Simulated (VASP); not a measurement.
# Al2O3 (Pn-3m) in VASP: notebook

The runs below take Al2O3 through single point, with PBE.

Everything below comes from runs of VASP 6.6.1. Logs are shortened: lines on timing, memory, paths and dates and some standing lists are left out, and cuts for length are marked.

### Step 1. The cell of the first run

The structure is cubic, space group Pn-3m (No. 224). Conventional cell: a = 4.648 Å, b = 4.648 Å, c = 4.648 Å, α = 90.00°, β = 90.00°, γ = 90.00°. Al (site symmetry -3m) has 6 O at 2.01 Å within 2.7 Å. O (site symmetry -42m) has 4 Al at 2.01 Å and 4 O at 2.32 Å within 2.7 Å.

### Step 2. Single point, PBE

INCAR reads:

```
ALGO     = Normal         # electronic algorithm
EDIFF    = 1E-6           # SCF threshold, eV
ENCUT    = 600            # plane-wave cutoff, eV
GGA      = PE             # functional
GGA_COMPAT= False        
ISIF     = 2              # what is computed and relaxed
ISMEAR   = -1             # smearing method
KPAR     = 4            
LASPH    = True           # aspherical terms in the spheres
LCHARG   = False          # write CHGCAR
LREAL    = False          # projectors in reciprocal space
LWAVE    = False          # write WAVECAR
NBANDS   = 35             # bands
NELM     = 120            # most SCF steps
PREC     = Accurate       # precision mode
SIGMA    = 0.06122561905347299 # smearing width, eV
```

KPOINTS reads:

```
k-points
0
Gamma
  24 24 24
```

POSCAR reads:

```
Al2O3
1.0
    4.6484804055      0.0000000000      0.0000000000
    0.0000000000      4.6484804055      0.0000000000
    0.0000000000      0.0000000000      4.6484804055
Al O
4 6
Direct
    0.2500000000      0.2500000000      0.2500000000
    0.7500000000      0.7500000000      0.2500000000
    0.7500000000      0.2500000000      0.7500000000
    0.2500000000      0.7500000000      0.7500000000
    0.5000000000      0.0000000000      0.0000000000
    0.0000000000      0.5000000000      0.0000000000
    0.0000000000      0.0000000000      0.5000000000
    0.5000000000      0.5000000000      0.0000000000
    0.5000000000      0.0000000000      0.5000000000
    0.0000000000      0.5000000000      0.5000000000
```

Potentials or basis: VASP PAW PBE potentials, release 64 (Al, O).

Launch:

```sh
> cat potpaw_PBE.64/Al/POTCAR potpaw_PBE.64/O/POTCAR > POTCAR
> mpirun -np 4 vasp_std > vasp.out
```

OUTCAR:

```text
EDIFF = 1E-6
   ENCUT = 600
   GGA = PE
   ISIF = 2
   ISMEAR = -1
   LASPH = True
   LREAL = False
   NELM = 120
   PREC = Accurate

 ion  position               nearest neighbor table
   1  0.250  0.250  0.250-   5 2.01   6 2.01   7 2.01   8 2.01   9 2.01  10 2.01   2 3.29   3 3.29
                             4 3.29   3 3.29   4 3.29   2 3.29   4 3.29   4 3.29   2 3.29   3 3.29
   2  0.750  0.750  0.250-   5 2.01   6 2.01   7 2.01   8 2.01   9 2.01  10 2.01   1 3.29   3 3.29
                             4 3.29   3 3.29   4 3.29   1 3.29   3 3.29   3 3.29   1 3.29   4 3.29
   3  0.750  0.250  0.750-   5 2.01   6 2.01   7 2.01   8 2.01   9 2.01  10 2.01   1 3.29   2 3.29
                             4 3.29   1 3.29   2 3.29   2 3.29   4 3.29   2 3.29   1 3.29   4 3.29
   4  0.250  0.750  0.750-   5 2.01   6 2.01   7 2.01   8 2.01   9 2.01  10 2.01   1 3.29   2 3.29
                             3 3.29   1 3.29   2 3.29   1 3.29   3 3.29   1 3.29   2 3.29   3 3.29
   5  0.500  0.000  0.000-   1 2.01   2 2.01   3 2.01   4 2.01
   6  0.000  0.500  0.000-   1 2.01   2 2.01   3 2.01   4 2.01
   7  0.000  0.000  0.500-   1 2.01   2 2.01   3 2.01   4 2.01
   8  0.500  0.500  0.000-   1 2.01   2 2.01   3 2.01   4 2.01
   9  0.500  0.000  0.500-   1 2.01   2 2.01   3 2.01   4 2.01
  10  0.000  0.500  0.500-   1 2.01   2 2.01   3 2.01   4 2.01

  LATTYP: Found a simple cubic cell.
 ALAT       =     4.6484804055

  Lattice vectors:

 A1 = (   4.6484804055,   0.0000000000,   0.0000000000)
 A2 = (   0.0000000000,   4.6484804055,   0.0000000000)
 A3 = (   0.0000000000,   0.0000000000,   4.6484804055)

Analysis of symmetry for initial positions (statically):
=====================================================================
 Subroutine PRICEL returns:
 Original cell was already a primitive cell.

 Routine SETGRP: Setting up the symmetry group for a
 simple cubic supercell.

 Subroutine GETGRP returns: Found 48 space group operations
 (whereof 24 operations were pure point group operations)
 out of a pool of 48 trial point group operations.

The static configuration has the point symmetry T_d .
 The point group associated with its full space group is O_h .

Analysis of symmetry for dynamics (positions and initial velocities):
=====================================================================
 Subroutine PRICEL returns:
 Original cell was already a primitive cell.

 Routine SETGRP: Setting up the symmetry group for a
 simple cubic supercell.

 Subroutine GETGRP returns: Found 48 space group operations
[... 130 lines left out ...]
   PSTRESS=    0.0 pullay stress
   NELECT =      48.0000    total number of electrons
   NUPDOWN=      -1.0000    fix difference up-down
   EMIN   =  10.00;   EMAX   =-10.00  energy-range for DOS
   EFERMI =   0.00;   METHOD = LEGACY
   ISMEAR =    -1;   SIGMA  =   0.06  broadening in eV -4-tet -1-fermi 0-gaus
   EFERMI_NEDOS =   21; number of points for ismear=-14 and -15
   IALGO  =     38    algorithm
   IMIX   =      4    mixing-type and parameters
     AMIX     =   0.40;   BMIX     =  1.00
     AMIX_MAG =   1.60;   BMIX_MAG =  1.00
  volume/ion in A,a.u.               =      10.04        67.78
  Fermi-wavevector in a.u.,A,eV,Ry     =   1.279905  2.418669 22.288460  1.638156
  Thomas-Fermi vector in A             =   2.412363
   LORBIT       =      0    0 simple, 1 ext, 2 COOP (PROOUT), +10 PAW based schemes
   GGA     = PE    functional components
   LHFCALC =     F    Hartree Fock is set to
   AEXX    =    0.0000 exact exchange contribution
   IVDW    =     0    specifies the selected vdW correction
   LEPSILON=     F    determine dielectric tensor
   LRPA    =     F    only Hartree local field effects (RPA)
 non-spin polarized calculation
  energy-cutoff  :      600.00
  volume of cell :      100.45
 maximum number of plane-waves:      3407
 NGX is ok and might be reduce to    40
   NGX = 19   NGY = 19   NGZ = 19

 number of electron      48.0000011 magnetization

 Free energy of the ion-electron system (eV)
  ---------------------------------------------------
  ext. energy  EPLUGINS =         0.00000000
  ---------------------------------------------------
  free energy    TOTEN  =       -66.10605649 eV

  energy without entropy =      -66.09229267  energy(sigma->0) =      -66.09917458

 E-fermi :   6.7379     XC(G=0): -10.8533

 val. band max:        6.7138435872   @ k =   0.1250   0.0833   0.0417
 cond. band min:       6.7532785344   @ k =   0.1667   0.0417   0.0417
 fundamental gap:      0.0394349473
 Fermi energy:         6.7378554465

 k-point     1 :       0.0000    0.0000    0.0000
  band No.  band energies     occupation
      1     -13.5516      2.00000
      2     -12.0527      2.00000
      3     -12.0527      2.00000
      4     -10.3454      2.00000
      5     -10.3454      2.00000
      6      -9.8436      2.00000
[... 901 lines left out ...]
     34      14.7559      0.00000
     35      17.7395      0.00000

 [... further k-points ...]

------------------------ aborting loop because EDIFF is reached ----------------------------------------

  FORCE on cell =-STRESS in cart. coord.  units (eV):
  Direction    XX          YY          ZZ          XY          YZ          ZX
  --------------------------------------------------------------------------------------
  -------------------------------------------------------------------------------------
  Total       -2.4805319     -2.4805319     -2.4805319     -0.0000000      0.0000000     -0.0000000
  in kB      -39.5660215    -39.5660215    -39.5660215     -0.0000000      0.0000000     -0.0000000
  external PRESSURE =     -39.5660215 kB  Pullay stress =       0.0000000 kB

 VOLUME and BASIS-vectors are now :
 -----------------------------------------------------------------------------
  energy-cutoff  :      600.00
  volume of cell :      100.45
      direct lattice vectors                 reciprocal lattice vectors
     4.648480405  0.000000000  0.000000000     0.215124065  0.000000000  0.000000000
     0.000000000  4.648480405  0.000000000     0.000000000  0.215124065  0.000000000
     0.000000000  0.000000000  4.648480405     0.000000000  0.000000000  0.215124065

 POSITION                                       TOTAL-FORCE (eV/Angst)
 -----------------------------------------------------------------------------------
      1.16212      1.16212      1.16212         0.000000      0.000000      0.000000
      3.48636      3.48636      1.16212        -0.000000     -0.000000     -0.000000
      3.48636      1.16212      3.48636        -0.000000     -0.000000     -0.000000
      1.16212      3.48636      3.48636        -0.000000      0.000000     -0.000000
      2.32424      0.00000      0.00000         0.000000     -0.000000      0.000000
      0.00000      2.32424      0.00000         0.000000     -0.000000      0.000000
      0.00000      0.00000      2.32424         0.000000      0.000000      0.000000
      2.32424      2.32424      0.00000        -0.000000     -0.000000     -0.000000
      2.32424      0.00000      2.32424         0.000000      0.000000     -0.000000
      0.00000      2.32424      2.32424        -0.000000      0.000000     -0.000000
 -----------------------------------------------------------------------------------
    total drift:                               -0.000000      0.000000     -0.000000

  FREE ENERGIE OF THE ION-ELECTRON SYSTEM (eV)
  ---------------------------------------------------
  free  energy   TOTEN  =       -66.1060564890 eV

  energy  without entropy=      -66.0922926651  energy(sigma->0) =      -66.09917458
```

OSZICAR:

```text
N       E                     dE             d eps       ncg     rms          rms(c)
DAV:   1     0.257056328912E+03    0.25706E+03   -0.26585E+04 31850   0.144E+03
DAV:   2    -0.594709648515E+02   -0.31653E+03   -0.29643E+03 41265   0.286E+02
DAV:   3    -0.778306333782E+02   -0.18360E+02   -0.18222E+02 39326   0.710E+01
DAV:   4    -0.779979897820E+02   -0.16736E+00   -0.16722E+00 36086   0.766E+00
DAV:   5    -0.780002271941E+02   -0.22374E-02   -0.22370E-02 37468   0.868E-01    0.189E+01
DAV:   6    -0.664702107521E+02    0.11530E+02   -0.38984E+01 33786   0.320E+01    0.654E+00
DAV:   7    -0.662395911874E+02    0.23062E+00   -0.75935E-01 36659   0.480E+00    0.353E+00
DAV:   8    -0.661025704121E+02    0.13702E+00   -0.26404E-01 36796   0.328E+00    0.603E-01
DAV:   9    -0.661047817470E+02   -0.22113E-02   -0.15377E-02 39922   0.693E-01    0.333E-01
DAV:  10    -0.661060959541E+02   -0.13142E-02   -0.20497E-03 34517   0.242E-01    0.728E-02
DAV:  11    -0.661060467971E+02    0.49157E-04   -0.25166E-04 38864   0.930E-02    0.276E-02
DAV:  12    -0.661060569259E+02   -0.10129E-04   -0.23113E-05 36040   0.252E-02    0.535E-03
DAV:  13    -0.661060564890E+02    0.43684E-06   -0.29371E-06 33601   0.893E-03
   1 F= -.66106056E+02 E0= -.66099175E+02  d E =-.137638E-01
```

stdout:

```text
POSCAR found type information on POSCAR AlO
 POSCAR found :  2 types and      10 ions
 scaLAPACK will be used
 LDA part: xc-table for (Slater+PW92), standard interpolation
 POSCAR, INCAR and KPOINTS ok, starting setup
 FFT: planning ... GRIDC
 FFT: planning ... GRID_SOFT
 FFT: planning ... GRID
 WAVECAR not read
 entering main loop
```

Run time: 5 min. Hardware: 4 MPI ranks of Intel Xeon Platinum 8488C (Sapphire Rapids), shared host; peak memory 1.3 GiB.

What came out:

| Item | Value |
| --- | --- |
| Free energy | -66.1061 eV |
| Pressure | -4.0 GPa |
| Band gap on the k mesh | zero (bands 24 and 25 overlap by 0.04 eV) |

Caveat: the cell stands under tension.

### Step 3. Single point, PBE

This run uses another cell than the first one, of 10.44 Å³/atom.

INCAR reads:

```
ALGO = Normal ; EDIFF = 1E-6
ENCUT = 600 ; GGA = PE
GGA_COMPAT = False ; ISIF = 2
ISMEAR = -1 ; KPAR = 4
LASPH = True ; LCHARG = True
LREAL = False ; LVHAR = True
LWAVE = False ; NBANDS = 35
NELM = 120 ; PREC = Accurate
SIGMA = 0.06122561905347299
```

KPOINTS is that of step 2.

POSCAR, as its differences from that of step 2:

```diff
@@ -2,5 +2,5 @@
 1.0
-    4.6484804055      0.0000000000      0.0000000000
-    0.0000000000      4.6484804055      0.0000000000
-    0.0000000000      0.0000000000      4.6484804055
+    4.7084674141      0.0000000000      0.0000000000
+    0.0000000000      4.7084674141      0.0000000000
+    0.0000000000      0.0000000000      4.7084674141
 Al O
```

Potentials or basis: VASP PAW PBE potentials, release 64 (Al, O).

Launch:

```sh
> cat potpaw_PBE.64/Al/POTCAR potpaw_PBE.64/O/POTCAR > POTCAR
> mpirun -np 4 vasp_std > vasp.out
```

OUTCAR:

```text
EDIFF = 1E-6
   ENCUT = 600
   GGA = PE
   ISIF = 2
   ISMEAR = -1
   LASPH = True
   LREAL = False
   NELM = 120
   PREC = Accurate

 ion  position               nearest neighbor table
   1  0.250  0.250  0.250-   5 2.04   6 2.04   7 2.04   8 2.04   9 2.04  10 2.04   2 3.33   3 3.33
                             4 3.33   3 3.33   4 3.33   2 3.33   4 3.33   4 3.33   2 3.33   3 3.33
   2  0.750  0.750  0.250-   5 2.04   6 2.04   7 2.04   8 2.04   9 2.04  10 2.04   1 3.33   3 3.33
                             4 3.33   3 3.33   4 3.33   1 3.33   3 3.33   3 3.33   1 3.33   4 3.33
   3  0.750  0.250  0.750-   5 2.04   6 2.04   7 2.04   8 2.04   9 2.04  10 2.04   1 3.33   2 3.33
                             4 3.33   1 3.33   2 3.33   2 3.33   4 3.33   2 3.33   1 3.33   4 3.33
   4  0.250  0.750  0.750-   5 2.04   6 2.04   7 2.04   8 2.04   9 2.04  10 2.04   1 3.33   2 3.33
                             3 3.33   1 3.33   2 3.33   1 3.33   3 3.33   1 3.33   2 3.33   3 3.33
   5  0.500  0.000  0.000-   1 2.04   2 2.04   3 2.04   4 2.04
   6  0.000  0.500  0.000-   1 2.04   2 2.04   3 2.04   4 2.04
   7  0.000  0.000  0.500-   1 2.04   2 2.04   3 2.04   4 2.04
   8  0.500  0.500  0.000-   1 2.04   2 2.04   3 2.04   4 2.04
   9  0.500  0.000  0.500-   1 2.04   2 2.04   3 2.04   4 2.04
[... 1120 lines left out ...]
     35      17.0423      0.00000

 [... further k-points ...]

------------------------ aborting loop because EDIFF is reached ----------------------------------------

  FORCE on cell =-STRESS in cart. coord.  units (eV):
  Direction    XX          YY          ZZ          XY          YZ          ZX
  --------------------------------------------------------------------------------------
  -------------------------------------------------------------------------------------
  Total       -6.5330453     -6.5330453     -6.5330453      0.0000000     -0.0000000      0.0000000
  in kB     -100.2738162   -100.2738162   -100.2738162      0.0000000     -0.0000000      0.0000000
  external PRESSURE =    -100.2738162 kB  Pullay stress =       0.0000000 kB

 VOLUME and BASIS-vectors are now :
 -----------------------------------------------------------------------------
  energy-cutoff  :      600.00
  volume of cell :      104.39
      direct lattice vectors                 reciprocal lattice vectors
     4.708467414  0.000000000  0.000000000     0.212383332  0.000000000  0.000000000
     0.000000000  4.708467414  0.000000000     0.000000000  0.212383332  0.000000000
     0.000000000  0.000000000  4.708467414     0.000000000  0.000000000  0.212383332

 POSITION                                       TOTAL-FORCE (eV/Angst)
 -----------------------------------------------------------------------------------
      1.17712      1.17712      1.17712        -0.000000     -0.000000     -0.000000
      3.53135      3.53135      1.17712         0.000000      0.000000     -0.000000
      3.53135      1.17712      3.53135         0.000000     -0.000000     -0.000000
      1.17712      3.53135      3.53135         0.000000      0.000000      0.000000
      2.35423      0.00000      0.00000        -0.000000      0.000000      0.000000
      0.00000      2.35423      0.00000        -0.000000     -0.000000     -0.000000
      0.00000      0.00000      2.35423         0.000000      0.000000     -0.000000
      2.35423      2.35423      0.00000        -0.000000     -0.000000      0.000000
      2.35423      0.00000      2.35423         0.000000      0.000000      0.000000
      0.00000      2.35423      2.35423         0.000000     -0.000000      0.000000
 -----------------------------------------------------------------------------------
    total drift:                               -0.000000      0.000000     -0.000000

  FREE ENERGIE OF THE ION-ELECTRON SYSTEM (eV)
  ---------------------------------------------------
  free  energy   TOTEN  =       -65.9417060260 eV

  energy  without entropy=      -65.9277141898  energy(sigma->0) =      -65.93471011
```

Run time: 4.4 min. Hardware: 4 MPI ranks of Intel Xeon Platinum 8488C (Sapphire Rapids), shared host; peak memory 1.3 GiB.

What came out:

| Quantity | Value |
| --- | --- |
| Free energy | -65.9417 eV |
| Pressure | -10.0 GPa |
| Band gap on the k mesh | zero (bands 24 and 25 overlap by 0.04 eV) |

Levels at points of the mesh, in eV from the Fermi level:
```
           k point  band 21  band 22  band 23  band 24  band 25  band 26  band 27  band 28
(0.00, 0.00, 0.00)    -0.23    -0.23    -0.18    -0.18    -0.18     0.32     5.49     5.49
(0.50, 0.00, 0.00)    -0.26    -0.26    -0.16    -0.16     1.72     1.72     5.81     5.81
(0.50, 0.50, 0.00)    -2.61    -2.61    -0.21    -0.21     3.30     3.30     4.83     4.83
(0.50, 0.50, 0.50)    -3.33    -3.09    -3.09    -3.09     4.57     4.75     4.95     4.95
```

Caveat: the cell stands under tension.
